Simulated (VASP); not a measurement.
# Rh (P6_3/mmc) in VASP: single point with r2SCAN

Aim: the single point of Rh with r2SCAN.

All numbers are computed with VASP 6.6.1; they aren't measurements. Logs are shortened: lines on timing, memory, paths and dates and some standing lists are left out, and cuts for length are marked.

**1. The cell of the first run**

The structure is hexagonal, space group P6_3/mmc (No. 194). Conventional cell: a = 2.704 Å, b = 2.704 Å, c = 4.357 Å, α = 90.00°, β = 90.00°, γ = 120.00°. Within 3.5 Å of Rh (site symmetry -6m2) lie 12 Rh at 2.68 to 2.70 Å.

This isn't the form of Rh at room conditions, which is fcc.

**2. Single point, r2SCAN (13.79 Å³/atom)**

Input file POSCAR:

```
Rh
1.0
    2.7035119571      0.0000000000      0.0000000000
   -1.3517559785      2.3413100343      0.0000000000
    0.0000000000      0.0000000000      4.3568814147
Rh
2
Direct
    0.3333333333      0.6666666667      0.2500000000
    0.6666666667      0.3333333333      0.7500000000
```

Input file INCAR.step1:

```
PREC = Accurate
ENCUT = 680
ISMEAR = -1
SIGMA = 0.1
LREAL = False
LASPH = True
NELM = 120
NBANDS = 24
GGA = PE
ALGO = Normal
EDIFF = 1E-5
LWAVE = True
LCHARG = False
GGA_COMPAT = False
```

Input file INCAR.step2:

```
PREC = Accurate
ENCUT = 680
EDIFF = 1E-6
ISMEAR = -1
SIGMA = 0.1
LREAL = False
LASPH = True
NELM = 120
ALGO = Normal
ISIF = 2
LWAVE = False
LCHARG = False
METAGGA = R2SCAN
LMIXTAU = True
NBANDS = 24
ISTART = 1
GGA_COMPAT = False
```

Input file KPOINTS:

```
regular mesh
0
Gamma
  15 15 8
```

Potentials or basis: VASP PAW PBE potentials, release 64 (Rh_sv_GW).

Started as:

```bash
$ cat potpaw_PBE.64/Rh_sv_GW/POTCAR > POTCAR
$ cp INCAR.step1 INCAR
$ mpirun -np 1 vasp_std > vasp.out
$ cp INCAR.step2 INCAR
$ mpirun -np 1 vasp_std > vasp.out
```

OUTCAR:

```text
PREC = Accurate
   ENCUT = 680
   EDIFF = 1E-6
   ISMEAR = -1
   LREAL = False
   LASPH = True
   NELM = 120
   ISIF = 2
   METAGGA = R2SCAN
   ISTART = 1

 ion  position               nearest neighbor table
   1  0.333  0.667  0.250-
   2  0.667  0.333  0.750-

  LATTYP: Found a hexagonal cell.
 ALAT       =     2.7035119571
 C/A-ratio  =     1.6115635824

  Lattice vectors:

 A1 = (   2.7035119571,   0.0000000000,   0.0000000000)
 A2 = (  -1.3517559785,   2.3413100343,   0.0000000000)
 A3 = (   0.0000000000,   0.0000000000,   4.3568814147)

Analysis of symmetry for initial positions (statically):
=====================================================================
 Subroutine PRICEL returns:
 Original cell was already a primitive cell.

 Routine SETGRP: Setting up the symmetry group for a
 hexagonal supercell.

 Subroutine GETGRP returns: Found 24 space group operations
 (whereof 12 operations were pure point group operations)
 out of a pool of 24 trial point group operations.

The static configuration has the point symmetry D_3d.
 The point group associated with its full space group is D_6h.

Analysis of symmetry for dynamics (positions and initial velocities):
=====================================================================
 Subroutine PRICEL returns:
 Original cell was already a primitive cell.

 Routine SETGRP: Setting up the symmetry group for a
 hexagonal supercell.

 Subroutine GETGRP returns: Found 24 space group operations
 (whereof 12 operations were pure point group operations)
 out of a pool of 24 trial point group operations.

The dynamic configuration has the point symmetry D_3d.
 The point group associated with its full space group is D_6h.

 Subroutine INISYM returns: Found 24 space group operations
 (whereof 12 operations are pure point group operations),
 and found     1 'primitive' translations

----------------------------------------------------------------------------------------

                                     Primitive cell

  volume of cell :      27.5780

  direct lattice vectors                    reciprocal lattice vectors
     2.703511957  0.000000000  0.000000000     0.369889246  0.213555656  0.000000000
    -1.351755978  2.341310034  0.000000000     0.000000000  0.427111312  0.000000000
     0.000000000  0.000000000  4.356881415     0.000000000  0.000000000  0.229521969

  length of vectors
     2.703511957  2.703511957  4.356881415     0.427111312  0.427111312  0.229521969

  position of ions in fractional coordinates (direct lattice)
     0.333333333  0.666666667  0.250000000
     0.666666667  0.333333333  0.750000000

  ion indices of the primitive-cell ions
   primitive index   ion index
                 1           1
                 2           2

----------------------------------------------------------------------------------------

 KPOINTS: regular mesh

Automatic generation of k-mesh.
 Grid dimensions read from file:
 generate k-points for:   15   15    8

 Generating k-lattice:

  Cartesian coordinates                     Fractional coordinates (reciprocal lattice)
     0.024659283  0.014237044  0.000000000     0.066666667  0.000000000  0.000000000
     0.000000000  0.028474087  0.000000000     0.000000000  0.066666667  0.000000000
     0.000000000  0.000000000  0.028690246     0.000000000  0.000000000  0.125000000

  Length of vectors
     0.028474087  0.028474087  0.028690246

  Shift w.r.t. Gamma in fractional coordinates (k-lattice)
     0.000000000  0.000000000  0.000000000

 Subroutine IBZKPT returns following result:
 ===========================================

 Found    135 irreducible k-points:

 Following reciprocal coordinates:
            Coordinates               Weight
  0.000000  0.000000  0.000000      1.000000
  0.066667  0.000000  0.000000      6.000000
  0.133333  0.000000  0.000000      6.000000
  0.200000  0.000000  0.000000      6.000000
  0.266667  0.000000  0.000000      6.000000
  0.333333  0.000000  0.000000      6.000000
[... 16 lines left out ...]
  0.333333  0.200000  0.000000     12.000000
  0.400000  0.200000  0.000000      6.000000
 [... further k-points ...]
   k-points           NKPTS =    135   k-points in BZ     NKDIM =    135   number of bands    NBANDS=     24
   number of dos      NEDOS =    301   number of ions     NIONS =      2
   total plane-waves  NPLWV =  23040
   dimension x,y,z NGX =    24 NGY =   24 NGZ =   40
   dimension x,y,z NGXF=    48 NGYF=   48 NGZF=   80
   ions per type =               2
   NGX,Y,Z   is equivalent  to a cutoff of  14.76, 14.76, 15.26 a.u.
   NGXF,Y,Z  is equivalent  to a cutoff of  29.52, 29.52, 30.53 a.u.
 SYSTEM =  unknown system
   PREC   = accura    normal or accurate (medium, high low for compatibility)
   ISTART =      1    job   : 0-new  1-cont  2-samecut
   ICHARG =      0    charge: 1-file 2-atom 10-const
   ISPIN  =      1    spin polarized calculation?
   LNONCOLLINEAR =      F non collinear calculations
   LSORBIT =      F    spin-orbit coupling
   LASPH  =      T    aspherical Exc in radial PAW
   ENCUT  =  680.0 eV  49.98 Ry    7.07 a.u.   5.75  5.75  9.26*2*pi/ulx,y,z
   NELM   =    120;   NELMIN=  2; NELMDL=  0     # of ELM steps
   EDIFF  = 0.1E-05   stopping-criterion for ELM
   LREAL  =      F    real-space projection
   EDIFFG = 0.1E-04   stopping-criterion for IOM
   NSW    =      0    number of steps for IOM
   IBRION =     -1    ionic relax: 0-MD 1-quasi-New 2-CG
   NFREE  =      0    steps in history (QN), initial steepest desc. (CG)
   ISIF   =      2    stress and relaxation
   ISYM   =      2    0-nonsym 1-usesym 2-fastsym
   POTIM  = 0.5000    time-step for ionic-motion
   TEBEG  =    0.0;   TEEND  =   0.0 temperature during run
   PSTRESS=    0.0 pullay stress
   NELECT =      34.0000    total number of electrons
   NUPDOWN=      -1.0000    fix difference up-down
   EMIN   =  10.00;   EMAX   =-10.00  energy-range for DOS
   EFERMI =   0.00;   METHOD = LEGACY
   ISMEAR =    -1;   SIGMA  =   0.10  broadening in eV -4-tet -1-fermi 0-gaus
   EFERMI_NEDOS =   21; number of points for ismear=-14 and -15
   IALGO  =     38    algorithm
   IMIX   =      4    mixing-type and parameters
     AMIX     =   0.40;   BMIX     =  1.00
     AMIX_MAG =   1.60;   BMIX_MAG =  1.00
  volume/ion in A,a.u.               =      13.79        93.05
  Fermi-wavevector in a.u.,A,eV,Ry     =   1.755416  3.317256 41.926172  3.081487
  Thomas-Fermi vector in A             =   2.825166
   LORBIT       =      0    0 simple, 1 ext, 2 COOP (PROOUT), +10 PAW based schemes
   METAGGA = R2SCAN    functional components
   LHFCALC =     F    Hartree Fock is set to
   AEXX    =    0.0000 exact exchange contribution
   IVDW    =     0    specifies the selected vdW correction
   LEPSILON=     F    determine dielectric tensor
   LRPA    =     F    only Hartree local field effects (RPA)
 non-spin polarized calculation
  energy-cutoff  :      680.00
  volume of cell :       27.58
 maximum number of plane-waves:      1130
 NGX is ok and might be reduce to    24
   NGX = 11   NGY = 11   NGZ = 19

 number of electron      33.9999993 magnetization

 Free energy of the ion-electron system (eV)
  ---------------------------------------------------
  ext. energy  EPLUGINS =         0.00000000
  ---------------------------------------------------
  free energy    TOTEN  =       -46.53244387 eV

  energy without entropy =      -46.42517241  energy(sigma->0) =      -46.47880814

 E-fermi :  10.7287     XC(G=0): -15.2536

 val. band max:       10.7249688462   @ k =   0.4000   0.2000   0.2500
 cond. band min:      10.7317426535   @ k =   0.2667   0.0667   0.3750
 fundamental gap:      0.0067738072
 Fermi energy:        10.7287116073

 k-point     1 :       0.0000    0.0000    0.0000
  band No.  band energies     occupation
      1     -70.5026      2.00000
      2     -70.3741      2.00000
      3     -37.9403      2.00000
      4     -37.2489      2.00000
      5     -37.2489      2.00000
      6     -37.1413      2.00000
[... 16 lines left out ...]
     23      29.4679      0.00000
     24      30.0562      0.00000

 k-point     2 :       0.0667    0.0000    0.0000
  band No.  band energies     occupation
      1     -70.4981      2.00000
      2     -70.3721      2.00000
      3     -37.9293      2.00000
      4     -37.2734      2.00000
      5     -37.2569      2.00000
      6     -37.1589      2.00000
[... 16 lines left out ...]
     23      29.6470      0.00000
     24      30.1992      0.00000

 k-point     3 :       0.1333    0.0000    0.0000
  band No.  band energies     occupation
      1     -70.4852      2.00000
      2     -70.3665      2.00000
      3     -37.8975      2.00000
      4     -37.3427      2.00000
      5     -37.2792      2.00000
      6     -37.2301      2.00000
[... 16 lines left out ...]
     23      30.0760      0.00000
     24      30.1325      0.00000

 k-point     4 :       0.2000    0.0000    0.0000
  band No.  band energies     occupation
      1     -70.4657      2.00000
      2     -70.3587      2.00000
      3     -37.8476      2.00000
      4     -37.4449      2.00000
      5     -37.3331      2.00000
      6     -37.3111      2.00000
[... 16 lines left out ...]
     23      29.7221      0.00000
     24      29.7524      0.00000

 k-point     5 :       0.2667    0.0000    0.0000
  band No.  band energies     occupation
      1     -70.4423      2.00000
      2     -70.3506      2.00000
      3     -37.7845      2.00000
      4     -37.5626      2.00000
      5     -37.4489      2.00000
      6     -37.3468      2.00000
[... 451 lines left out ...]
 k-point    22 :       0.2667    0.2000    0.0000
  band No.  band energies     occupation
      1     -70.3923      2.00000
      2     -70.3408      2.00000
      3     -37.6887      2.00000
      4     -37.6315      2.00000
      5     -37.6307      2.00000
      6     -37.4469      2.00000
[... 16 lines left out ...]
     23      21.9743      0.00000
     24      27.1756      0.00000

 k-point    23 :       0.3333    0.2000    0.0000
  band No.  band energies     occupation
      1     -70.3763      2.00000
      2     -70.3417      2.00000
      3     -37.7396      2.00000
      4     -37.6366      2.00000
      5     -37.5709      2.00000
      6     -37.5003      2.00000
[... 16 lines left out ...]
     23      22.9593      0.00000
     24      26.6186      0.00000

 k-point    24 :       0.4000    0.2000    0.0000
  band No.  band energies     occupation
      1     -70.3694      2.00000
      2     -70.3433      2.00000
      3     -37.7573      2.00000
      4     -37.6334      2.00000
      5     -37.5419      2.00000
      6     -37.5247      2.00000
[... 16 lines left out ...]
     23      23.6996      0.00000
     24      26.0759      0.00000

 [... further k-points ...]

------------------------ aborting loop because EDIFF is reached ----------------------------------------

  FORCE on cell =-STRESS in cart. coord.  units (eV):
  Direction    XX          YY          ZZ          XY          YZ          ZX
  --------------------------------------------------------------------------------------
  -------------------------------------------------------------------------------------
  Total        0.0280569      0.0280569     -0.0391455      0.0000000     -0.0000000      0.0000000
  in kB        1.6300014      1.6300014     -2.2742031      0.0000000     -0.0000000      0.0000000
  external PRESSURE =       0.3285999 kB  Pullay stress =       0.0000000 kB

 VOLUME and BASIS-vectors are now :
 -----------------------------------------------------------------------------
  energy-cutoff  :      680.00
  volume of cell :       27.58
      direct lattice vectors                 reciprocal lattice vectors
     2.703511957  0.000000000  0.000000000     0.369889246  0.213555656  0.000000000
    -1.351755978  2.341310034  0.000000000     0.000000000  0.427111312  0.000000000
     0.000000000  0.000000000  4.356881415     0.000000000  0.000000000  0.229521969

 POSITION                                       TOTAL-FORCE (eV/Angst)
 -----------------------------------------------------------------------------------
     -0.00000      1.56087      1.08922         0.000000     -0.000000      0.000000
      1.35176      0.78044      3.26766        -0.000000      0.000000      0.000000
 -----------------------------------------------------------------------------------
    total drift:                               -0.000000      0.000000     -0.000000

  FREE ENERGIE OF THE ION-ELECTRON SYSTEM (eV)
  ---------------------------------------------------
  free  energy   TOTEN  =       -46.5324438708 eV

  energy  without entropy=      -46.4251724057  energy(sigma->0) =      -46.47880814
```

Run time: 3.5 min. Hardware: 1 thread of Intel Xeon Platinum 8488C (Sapphire Rapids), shared host; peak memory 0.28 GiB.

What came out:

```yaml
Free_energy: -46.5324 eV
Pressure: 0.0 GPa
Band_gap_on_the_k_mesh: zero (bands 17 and 18 overlap by 2.39 eV)
```

Caveat: the PAW data sets were made with another functional, which shifts forces and pressure a little.
